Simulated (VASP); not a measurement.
# Pd4Pt (P-43m) in VASP: single point with PBE

Aim: the single point of Pd4Pt with PBE.

All numbers are computed with VASP 6.6.1; they aren't measurements. Logs are shortened: lines on timing, memory, paths and dates and some standing lists are left out, and cuts for length are marked.

## Step 1: The cell of the first run

It takes space group P-43m (No. 215, cubic). The conventional cell has a = 4.636 Å, b = 4.636 Å, c = 4.636 Å, α = 90.00°, β = 90.00°, γ = 90.00°. Within 3.2 Å of Pd (site symmetry 3m) lie 1 Pt at 2.41 Å and 3 Pd at 2.62 Å. Pt (site symmetry -43m) has 4 Pd at 2.41 Å within 3.2 Å.

The cell was built from a structure type or drawn by symmetry, and may not be a known phase.

## Step 2: Single point, PBE

File INCAR:

```
SYSTEM = Pd4Pt
  ALGO = Fast
  EDIFF = 1E-6
  ENCUT = 520
  GGA = PE
  ISIF = 2
  ISMEAR = 0
  LASPH = .TRUE.
  LCHARG = .TRUE.
  LELF = .TRUE.
  LREAL = .FALSE.
  LVHAR = .TRUE.
  LWAVE = .FALSE.
  NBANDS = 33
  NELM = 100
  PREC = Accurate
  SIGMA = 0.2
```

File KPOINTS:

```
k-points
0
G
  4 4 4
  0 0 0
```

File POSCAR:

```
Pd4Pt
1.0
    4.6361566062      0.0000000000      0.0000000000
    0.0000000000      4.6361566062      0.0000000000
    0.0000000000      0.0000000000      4.6361566062
Pd Pt
4 1
Direct
    0.1995357537      0.1995357537      0.1995357537
    0.8004642463      0.8004642463      0.1995357537
    0.8004642463      0.1995357537      0.8004642463
    0.1995357537      0.8004642463      0.8004642463
    0.5000000000      0.5000000000      0.5000000000
```

Potentials or basis: VASP PAW PBE potentials, release 64 (Pd, Pt).

On the command line:

```bash
$ cat potpaw_PBE.64/Pd/POTCAR potpaw_PBE.64/Pt/POTCAR > POTCAR
$ mpirun -np 1 vasp_std > vasp.out
```

OUTCAR:

```text
SYSTEM = Pd4Pt
   EDIFF = 1E-6
   ENCUT = 520
   GGA = PE
   ISIF = 2
   ISMEAR = 0
   LASPH = .TRUE.
   LREAL = .FALSE.
   NELM = 100
   PREC = Accurate

 ion  position               nearest neighbor table
   1  0.200  0.200  0.200-   5 2.41   3 2.62   4 2.62   2 2.62   3 3.34   4 3.34   2 3.34   3 3.34
                             2 3.34   4 3.34
   2  0.800  0.800  0.200-   5 2.41   3 2.62   4 2.62   1 2.62   3 3.34   4 3.34   1 3.34   3 3.34
                             1 3.34   4 3.34
   3  0.800  0.200  0.800-   5 2.41   2 2.62   4 2.62   1 2.62   2 3.34   4 3.34   1 3.34   2 3.34
                             1 3.34   4 3.34
   4  0.200  0.800  0.800-   5 2.41   2 2.62   3 2.62   1 2.62   2 3.34   3 3.34   1 3.34   2 3.34
                             1 3.34   3 3.34
   5  0.500  0.500  0.500-   1 2.41   2 2.41   3 2.41   4 2.41

  LATTYP: Found a simple cubic cell.
 ALAT       =     4.6361566062

  Lattice vectors:

 A1 = (   4.6361566062,   0.0000000000,   0.0000000000)
 A2 = (   0.0000000000,   4.6361566062,   0.0000000000)
 A3 = (   0.0000000000,   0.0000000000,   4.6361566062)

Analysis of symmetry for initial positions (statically):
=====================================================================
 Subroutine PRICEL returns:
 Original cell was already a primitive cell.

 Routine SETGRP: Setting up the symmetry group for a
 simple cubic supercell.

 Subroutine GETGRP returns: Found 24 space group operations
 (whereof 24 operations were pure point group operations)
 out of a pool of 48 trial point group operations.

The static configuration has the point symmetry T_d .

Analysis of symmetry for dynamics (positions and initial velocities):
=====================================================================
 Subroutine PRICEL returns:
 Original cell was already a primitive cell.

 Routine SETGRP: Setting up the symmetry group for a
 simple cubic supercell.

 Subroutine GETGRP returns: Found 24 space group operations
 (whereof 24 operations were pure point group operations)
 out of a pool of 48 trial point group operations.

The dynamic configuration has the point symmetry T_d .

 Subroutine INISYM returns: Found 24 space group operations
 (whereof 24 operations are pure point group operations),
 and found     1 'primitive' translations

----------------------------------------------------------------------------------------

                                     Primitive cell

  volume of cell :      99.6493

  direct lattice vectors                    reciprocal lattice vectors
     4.636156606  0.000000000  0.000000000     0.215695906  0.000000000  0.000000000
     0.000000000  4.636156606  0.000000000     0.000000000  0.215695906  0.000000000
     0.000000000  0.000000000  4.636156606     0.000000000  0.000000000  0.215695906

  length of vectors
     4.636156606  4.636156606  4.636156606     0.215695906  0.215695906  0.215695906

  position of ions in fractional coordinates (direct lattice)
     0.199535754  0.199535754  0.199535754
     0.800464246  0.800464246  0.199535754
     0.800464246  0.199535754  0.800464246
     0.199535754  0.800464246  0.800464246
     0.500000000  0.500000000  0.500000000

  ion indices of the primitive-cell ions
   primitive index   ion index
                 1           1
                 2           2
                 3           3
                 4           4
                 5           5

----------------------------------------------------------------------------------------

 KPOINTS: k-points

Automatic generation of k-mesh.
 Grid dimensions read from file:
 generate k-points for:    4    4    4

 Generating k-lattice:

  Cartesian coordinates                     Fractional coordinates (reciprocal lattice)
     0.053923977  0.000000000  0.000000000     0.250000000  0.000000000  0.000000000
     0.000000000  0.053923977  0.000000000     0.000000000  0.250000000  0.000000000
     0.000000000  0.000000000  0.053923977     0.000000000  0.000000000  0.250000000

  Length of vectors
     0.053923977  0.053923977  0.053923977

  Shift w.r.t. Gamma in fractional coordinates (k-lattice)
     0.000000000  0.000000000  0.000000000

 Subroutine IBZKPT returns following result:
 ===========================================

 Found     10 irreducible k-points:

 Following reciprocal coordinates:
            Coordinates               Weight
  0.000000  0.000000  0.000000      1.000000
  0.250000  0.000000  0.000000      6.000000
  0.500000  0.000000  0.000000      3.000000
  0.250000  0.250000  0.000000     12.000000
  0.500000  0.250000  0.000000     12.000000
  0.500000  0.500000  0.000000      3.000000
  0.250000  0.250000  0.250000      8.000000
  0.500000  0.250000  0.250000     12.000000
  0.500000  0.500000  0.250000      6.000000
  0.500000  0.500000  0.500000      1.000000
   k-points           NKPTS =     10   k-points in BZ     NKDIM =     10   number of bands    NBANDS=     33
   number of dos      NEDOS =    301   number of ions     NIONS =      5
   total plane-waves  NPLWV =  46656
   dimension x,y,z NGX =    36 NGY =   36 NGZ =   36
   dimension x,y,z NGXF=    72 NGYF=   72 NGZF=   72
   ions per type =               4   1
   NGX,Y,Z   is equivalent  to a cutoff of  12.91, 12.91, 12.91 a.u.
   NGXF,Y,Z  is equivalent  to a cutoff of  25.82, 25.82, 25.82 a.u.
 SYSTEM =  Pd4Pt
   PREC   = accura    normal or accurate (medium, high low for compatibility)
   ISTART =      0    job   : 0-new  1-cont  2-samecut
   ICHARG =      2    charge: 1-file 2-atom 10-const
   ISPIN  =      1    spin polarized calculation?
   LNONCOLLINEAR =      F non collinear calculations
   LSORBIT =      F    spin-orbit coupling
   LASPH  =      T    aspherical Exc in radial PAW
   ENCUT  =  520.0 eV  38.22 Ry    6.18 a.u.   8.62  8.62  8.62*2*pi/ulx,y,z
   NELM   =    100;   NELMIN=  2; NELMDL= -5     # of ELM steps
   EDIFF  = 0.1E-05   stopping-criterion for ELM
   LREAL  =      F    real-space projection
   EDIFFG = 0.1E-04   stopping-criterion for IOM
   NSW    =      0    number of steps for IOM
   IBRION =     -1    ionic relax: 0-MD 1-quasi-New 2-CG
   NFREE  =      0    steps in history (QN), initial steepest desc. (CG)
   ISIF   =      2    stress and relaxation
   ISYM   =      2    0-nonsym 1-usesym 2-fastsym
   POTIM  = 0.5000    time-step for ionic-motion
   TEBEG  =    0.0;   TEEND  =   0.0 temperature during run
   PSTRESS=    0.0 pullay stress
   NELECT =      50.0000    total number of electrons
   NUPDOWN=      -1.0000    fix difference up-down
   EMIN   =  10.00;   EMAX   =-10.00  energy-range for DOS
   EFERMI =   0.00;   METHOD = LEGACY
   ISMEAR =     0;   SIGMA  =   0.20  broadening in eV -4-tet -1-fermi 0-gaus
   EFERMI_NEDOS =   21; number of points for ismear=-14 and -15
   IALGO  =     68    algorithm
   IMIX   =      4    mixing-type and parameters
     AMIX     =   0.40;   BMIX     =  1.00
     AMIX_MAG =   1.60;   BMIX_MAG =  1.00
  volume/ion in A,a.u.               =      19.93       134.49
  Fermi-wavevector in a.u.,A,eV,Ry     =   1.300888  2.458323 23.025287  1.692311
  Thomas-Fermi vector in A             =   2.432058
   LORBIT       =      0    0 simple, 1 ext, 2 COOP (PROOUT), +10 PAW based schemes
   GGA     = PE    functional components
   LHFCALC =     F    Hartree Fock is set to
   AEXX    =    0.0000 exact exchange contribution
   IVDW    =     0    specifies the selected vdW correction
   LEPSILON=     F    determine dielectric tensor
   LRPA    =     F    only Hartree local field effects (RPA)
 non-spin polarized calculation
 RMM-DIIS sequential band-by-band and
 Gauss-broadening in eV      SIGMA  =   0.20
  energy-cutoff  :      520.00
  volume of cell :       99.65
 maximum number of plane-waves:      2730
 NGX is ok and might be reduce to    36
   NGX = 17   NGY = 17   NGZ = 17

 number of electron      49.9999984 magnetization

 Free energy of the ion-electron system (eV)
  ---------------------------------------------------
  ext. energy  EPLUGINS =         0.00000000
  ---------------------------------------------------
  free energy    TOTEN  =       -22.76555799 eV

  energy without entropy =      -22.51584744  energy(sigma->0) =      -22.64070272

 E-fermi :   6.0922     XC(G=0): -11.3191

 val. band max:        6.0820613082   @ k =   0.5000   0.2500   0.2500
 cond. band min:       6.0930337702   @ k =   0.2500   0.2500   0.2500
 fundamental gap:      0.0109724619
 Fermi energy:         6.0921559548

 k-point     1 :       0.0000    0.0000    0.0000
  band No.  band energies     occupation
      1      -0.2284      2.00000
      2       1.7662      2.00000
      3       1.7662      2.00000
      4       1.8500      2.00000
      5       1.8500      2.00000
      6       1.8500      2.00000
[... 25 lines left out ...]
     32      10.7430      0.00000
     33      15.5863      0.00000

 k-point     2 :       0.2500    0.0000    0.0000
  band No.  band energies     occupation
      1       0.1668      2.00000
      2       1.4554      2.00000
      3       1.7767      2.00000
      4       1.7767      2.00000
      5       1.8626      2.00000
      6       1.9379      2.00000
[... 25 lines left out ...]
     32      13.4351      0.00000
     33      14.4897      0.00000

 k-point     3 :       0.5000    0.0000    0.0000
  band No.  band energies     occupation
      1       0.7254      2.00000
      2       1.3419      2.00000
      3       1.7268      2.00000
      4       1.7268      2.00000
      5       2.0765      2.00000
      6       2.1993      2.00000
[... 25 lines left out ...]
     32      11.8843      0.00000
     33      13.6457      0.00000

 k-point     4 :       0.2500    0.2500    0.0000
  band No.  band energies     occupation
      1       0.4328      2.00000
      2       1.4041      2.00000
      3       1.6553      2.00000
      4       1.9292      2.00000
      5       1.9418      2.00000
      6       2.1541      2.00000
[... 169 lines left out ...]
     32      13.0474      0.00000
     33      13.3212      0.00000

 k-point     9 :       0.5000    0.5000    0.2500
  band No.  band energies     occupation
      1       0.5974      2.00000
      2       1.7522      2.00000
      3       2.0527      2.00000
      4       2.0527      2.00000
      5       2.2452      2.00000
      6       2.4801      2.00000
[... 25 lines left out ...]
     32      11.5063      0.00000
     33      11.5063      0.00000

 k-point    10 :       0.5000    0.5000    0.5000
  band No.  band energies     occupation
      1       0.5548      2.00000
      2       2.2438      2.00000
      3       2.2438      2.00000
      4       2.2438      2.00000
      5       2.3016      2.00000
      6       2.3016      2.00000
[... 25 lines left out ...]
     32      10.0080      0.00000
     33      10.0080      0.00000

------------------------ aborting loop because EDIFF is reached ----------------------------------------

  FORCE on cell =-STRESS in cart. coord.  units (eV):
  Direction    XX          YY          ZZ          XY          YZ          ZX
  --------------------------------------------------------------------------------------
  -------------------------------------------------------------------------------------
  Total        0.1054479      0.1054479      0.1054479     -0.0000000      0.0000000     -0.0000000
  in kB        1.6954072      1.6954072      1.6954072     -0.0000000      0.0000000     -0.0000000
  external PRESSURE =       1.6954072 kB  Pullay stress =       0.0000000 kB

 VOLUME and BASIS-vectors are now :
 -----------------------------------------------------------------------------
  energy-cutoff  :      520.00
  volume of cell :       99.65
      direct lattice vectors                 reciprocal lattice vectors
     4.636156606  0.000000000  0.000000000     0.215695906  0.000000000  0.000000000
     0.000000000  4.636156606  0.000000000     0.000000000  0.215695906  0.000000000
     0.000000000  0.000000000  4.636156606     0.000000000  0.000000000  0.215695906

 POSITION                                       TOTAL-FORCE (eV/Angst)
 -----------------------------------------------------------------------------------
      0.92508      0.92508      0.92508         0.010009      0.010009      0.010009
      3.71108      3.71108      0.92508        -0.010009     -0.010009      0.010009
      3.71108      0.92508      3.71108        -0.010009      0.010009     -0.010009
      0.92508      3.71108      3.71108         0.010009     -0.010009     -0.010009
      2.31808      2.31808      2.31808         0.000000      0.000000      0.000000
 -----------------------------------------------------------------------------------
    total drift:                               -0.000000     -0.000000     -0.000000

  FREE ENERGIE OF THE ION-ELECTRON SYSTEM (eV)
  ---------------------------------------------------
  free  energy   TOTEN  =       -22.7655579884 eV

  energy  without entropy=      -22.5158474427  energy(sigma->0) =      -22.64070272
```

Wall time 55 s (1 thread of Intel Xeon 8259CL, shared host); peak memory 0.21 GiB.

Results:

```yaml
Free_energy: -22.7656 eV
Pressure: 0.2 GPa
Largest_force: 0.017 eV/Å
Band_gap_on_the_k_mesh: zero (bands 25 and 26 overlap by 0.61 eV)
```

Forces in eV/Å, atoms in the order of the input:
```
Pd   0.010  0.010  0.010
Pd  -0.010 -0.010  0.010
Pd  -0.010  0.010 -0.010
Pd   0.010 -0.010 -0.010
Pt   0.000  0.000  0.000
```

Caveat: spin-orbit coupling is left out, which moves the levels of the heavy elements.
